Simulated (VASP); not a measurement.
Crystal: Si2B3.

```
Si B
1.0
     3.29296    0.00000    0.00000
    -1.64648    2.85178    0.00000
     0.00000    0.00000    5.12331
Si B
2 3
Direct
  0.33333 0.66667 0.24500
  0.66667 0.33333 0.75500
  0.00000 0.00000 0.00000
  0.33333 0.66667 0.64500
  0.66667 0.33333 0.35500
```

| Item | Value |
| --- | --- |
| Program | VASP 6.6.1 |
| Task | relaxation of cell and atoms |
| Functional | r2SCAN |
| Potentials or basis | VASP PAW PBE potentials, release 64 (Si, B) |
| Cutoff | 600 eV |
| k mesh | 6 × 6 × 4 |
| Occupations | gaussian, width 0.1 eV |
| Spin | no spin polarisation |

At the start: pressure 16.8 GPa; volume 9.62 Å³/atom.

Question: Where does the relaxation end?

Answer: Over 20 steps the energy falls by 813.4 meV/atom and the volume is 9.30 Å³/atom (-3.3 %); space group P-3m1 (No. 164, to 0.05 Å).

The path:
```csv
step,energy change (eV),largest force (eV/Å),pressure (GPa),volume (Å³)
1,0.0000,2.3805,16.77,48.11
2,-0.6553,1.7136,-10.83,55.39
3,-0.6872,1.7331,-7.14,54.01
4,-1.2386,2.6492,-9.38,52.69
5,-2.8448,3.2093,-13.06,49.05
6,0.3285,2.4874,67.52,40.94
7,-3.2540,1.7250,-6.35,47.17
8,-3.4222,1.1845,0.17,46.04
9,-3.4464,1.1764,3.82,45.54
10,-3.7731,0.7017,2.85,45.68
11,-3.7591,2.9423,8.42,45.95
12,-3.9871,0.5255,3.98,45.84
13,-3.9908,0.7908,4.33,45.85
14,-4.0320,0.6149,1.67,46.34
15,-4.0584,0.1619,-2.06,47.10
16,-4.0584,0.1429,-2.21,47.13
17,-4.0642,0.1077,-1.44,46.89
18,-4.0664,0.0547,-0.38,46.57
19,-4.0664,0.0640,-0.50,46.61
20,-4.0671,0.0239,-0.25,46.50
```

Final structure:
```
Si B
1.0
     3.06157    0.00000    0.00000
    -1.53079    2.65140    0.00000
     0.00000    0.00000    5.72849
Si B
2 3
Direct
  0.33333 0.66667 0.18985
  0.66667 0.33333 0.81015
  0.00000 0.00000 0.00000
  0.33333 0.66667 0.53075
  0.66667 0.33333 0.46925
```

Caveat: the k points lie up to 0.39 Å⁻¹ apart in the final cell; the PAW data sets were made with another functional, which shifts forces and pressure a little.
